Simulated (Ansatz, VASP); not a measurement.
Two plane-wave programs on MnO

```
Mn O
1.0
     0.00000    2.21929    2.21929
     2.21929    0.00000    2.21929
     2.21929    2.21929    0.00000
Mn O
1 1
Direct
  0.99112 0.98843 0.03579
  0.46652 0.50651 0.53520
```

Alike in both runs: task single point; functional LDA; k mesh 6 × 6 × 6; collinear spin; Hubbard terms Mn d U = 3.0 eV.

|  | VASP | Ansatz |
| --- | --- | --- |
| version | VASP 6.6.1 | Ansatz 0.2.0 |
| potentials or method | VASP PAW LDA potentials, release 64 (Mn_pv, O), cutoff 520 eV | plane waves, PAW |
| occupations | methfessel-paxton of order 1, width 0.05 eV | cold, width 0.05 eV |
| valence electrons in the cell | 19 | 21 |

|  | VASP | Ansatz | Ansatz less VASP |
| --- | --- | --- | --- |
| pressure (GPa) | -4.6 | -3.3 | +1.27 |
| traceless stress, the component that is largest in VASP (GPa) | 0.32 | 0.33 | +0.014 |
| rms of the force components (eV/Å) | 0.117 | 0.104 | -0.0133 |
| net moment per atom (μB) | 2.50 | 2.50 | 0.000 |
| size of the moment on the site where the two differ most (μB) | 4.55 | 4.18 | -0.375 |

LDA's correlation is that of Perdew and Zunger in VASP and of Perdew and Wang (1992) in Ansatz. Site moments also hang on the region over which each program counts them. The programs project onto different local orbitals, so the same U acts differently, and such runs can settle in different states. Atom by atom the forces differ by 0.013 eV/Å (rms over components). VASP's potentials hold 19 valence electrons a cell and Ansatz's 21, so a difference there can come from the potentials and not from the codes. Ansatz's warnings: filled band counts differ across k points, stability check not made, stress scf threshold loose.

The k mesh is coarse, so the values compare programs but aren't converged.
